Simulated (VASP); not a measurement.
Here is a VASP 6.6.1 calculation.

INCAR

```
PREC = Accurate
ENCUT = 520
EDIFF = 1E-6
ISMEAR = -1
SIGMA = 0.02
LREAL = F
LASPH = T
NELM = 60
ALGO = Normal
ISIF = 2
LWAVE = F
LCHARG = F
GGA = PE
NBANDS = 21
```

The input KPOINTS:

```
regular mesh
0
Gamma
  6 6 6
```

Contents of POSCAR:

```
Si3Ge
1.0
    3.7679544322      0.0000000000      0.0000000000
    0.0000000000      3.8880966177      0.0000000000
    0.0000000000      0.0000000000      5.4836775972
Si Ge
3 1
Direct
    0.5000000000      0.0000000000      0.7568927688
    0.5000000000      0.5000000000     -0.0020251618
    0.0000000000      0.5000000000      0.2473100897
    0.0000000000      0.0000000000      0.4978223033
```

Potentials or basis: VASP PAW PBE potentials, release 64 (Si, Ge_d).

Launch:

```sh
$ cat potpaw_PBE.64/Si/POTCAR potpaw_PBE.64/Ge_d/POTCAR > POTCAR
$ mpirun -np 1 vasp_std > vasp.out
```

Q: What does it give for the band gap on the k mesh?

A: 0.07 eV, indirect (least direct gap 0.30 eV).

Q: Estimate the largest force.

A: 0.112 eV/Å.

Q: Predict the pressure.

A: 4.7 GPa.

Stress tensor (GPa, compression positive):
```
7.71 0.00 0.00
0.00 2.75 0.00
0.00 0.00 3.67
```

Caveat: the cell differs from its parent crystal (uniaxial x strain -3.1%). A k mesh can miss the band edges.
